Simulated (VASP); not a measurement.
# Re: single point with PBE

The system is Re.

```
Re
1.0
    -0.01975    1.96513    1.96513
     1.96513   -0.01975    1.96513
     1.96513    1.96513   -0.01975
Re
1
Direct
  0.00000 0.00000 0.00000
```

This cell differs from its parent crystal: equal xy, yz and zx shear strains of -1 %.

```yaml
Program: VASP 6.6.1
Task: single point
Functional: PBE
Potentials_or_basis: VASP PAW PBE potentials, release 64 (Re)
Cutoff: 520 eV
k_mesh: 14 × 14 × 14
Occupations: fermi-dirac, width 0.03 eV
Spin: no spin polarisation
```

```yaml
Pressure: -9.7 GPa
Band_gap_on_the_k_mesh: zero (an odd number of electrons rules out a gap without spin polarisation)
```

Stress tensor (GPa, compression positive):
```
-9.69  1.33  1.33
 1.33 -9.69  1.33
 1.33  1.33 -9.69
```

Levels at points of the mesh, in eV from the Fermi level:
```csv
k point,band 1,band 2,band 3,band 4,band 5,band 6,band 7,band 8,band 9
"(0.00, 0.00, 0.00)",-9.80,-1.88,-1.88,-1.61,1.19,1.19,13.87,19.13,19.13
"(0.50, 0.00, 0.00)",-6.55,-2.10,-1.82,0.10,3.44,3.64,9.25,13.41,19.47
"(0.50, 0.50, 0.00)",-6.43,-5.59,2.62,3.50,4.25,4.26,11.74,12.09,12.23
"(0.50, 0.50, 0.50)",-6.52,-2.03,-2.03,0.31,3.62,3.62,9.54,13.24,19.43
```

Wall time 25 s on 1 thread of Intel(R) Xeon(R) Platinum 8375C CPU @ 2.90GHz (Ice Lake), with other jobs on the host, peak memory 0.18 GiB.

Caveat: the cell differs from its parent crystal (equal xy, yz and zx shear strains of -1 %); the cell stands under tension; spin-orbit coupling is left out, which moves the levels of the heavy elements.
